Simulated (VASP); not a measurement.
A run of VASP 6.6.1 is set up as follows.

The input INCAR:

```
PREC = Accurate
ENCUT = 520
EDIFF = 1E-7
ISMEAR = -1
SIGMA = 0.0552
LREAL = Auto
LASPH = True
NELM = 60
ALGO = Normal
ISIF = 2
LWAVE = False
LCHARG = True
GGA = PE
LELF = True
LVHAR = True
ISYM = 0
NBANDS = 87
```

KPOINTS

```
regular mesh
0
Gamma
  1 1 1
```

The input POSCAR:

```
NaMg2Cl5
1.0
    8.4867630000     -0.1409510000      0.2958770000
   -0.1409510000      8.3834470000      0.0484200000
    0.2958770000      0.0484200000      8.4326000000
Na Cl Mg
3 15 6
Direct
    0.6096248530      0.3770770927     -0.1358444662
    0.9887801912      0.4009252311      0.5997548661
    0.2126655580      0.0970448145      0.8727254041
   -0.0610175552      0.1302291949      0.7036960123
    0.1498929922      0.6534850236      0.4166564721
    0.7888302629      0.8523210281      0.3745610943
    0.4111588643      0.9085280134      0.3593929064
    0.7363085758     -0.1590220984      0.9484255245
    0.4153123164      0.5769699939      0.1305518761
    0.3558855220      0.3881630830      0.6097023223
    0.0803412019      0.8931524569      0.1153012646
    0.7584368897      0.3029158299      0.3302898019
    0.3165962001      0.7629107003      0.8314979164
    0.4291858514      0.1747250438      0.0824872034
    0.6397281265      0.6244879312      0.6505750843
    0.1233440337      0.2498829047      0.3467240243
    0.0189657168      0.4540596720      0.9261470853
    0.5224827078      0.0772862952      0.6884944361
    0.7476785440     -0.0970133326      0.6567569316
    0.4199027720      0.2142436459      0.4138055582
    0.4608011283      0.8955868116      0.0222183231
    0.3968609460      0.6702059439      0.5454138228
    0.9152197958      0.0928352259      0.2983054373
    0.1466894987      0.6031644979      0.1306780502
```

Potentials or basis: VASP PAW PBE potentials, release 64 (Na_pv, Cl, Mg).

Command:

```sh
$ cat potpaw_PBE.64/Na_pv/POTCAR potpaw_PBE.64/Cl/POTCAR potpaw_PBE.64/Mg/POTCAR > POTCAR
$ mpirun -np 1 vasp_gam > vasp.out
```

(1) Estimate the pressure.

(2) Predict the largest force.

(3) What does it give for the band gap on the k mesh?

## Answers

(1) 1.5 GPa.

(2) 1.658 eV/Å.

(3) 3.75 eV.

Caveat: the k points lie up to 0.75 Å⁻¹ apart.
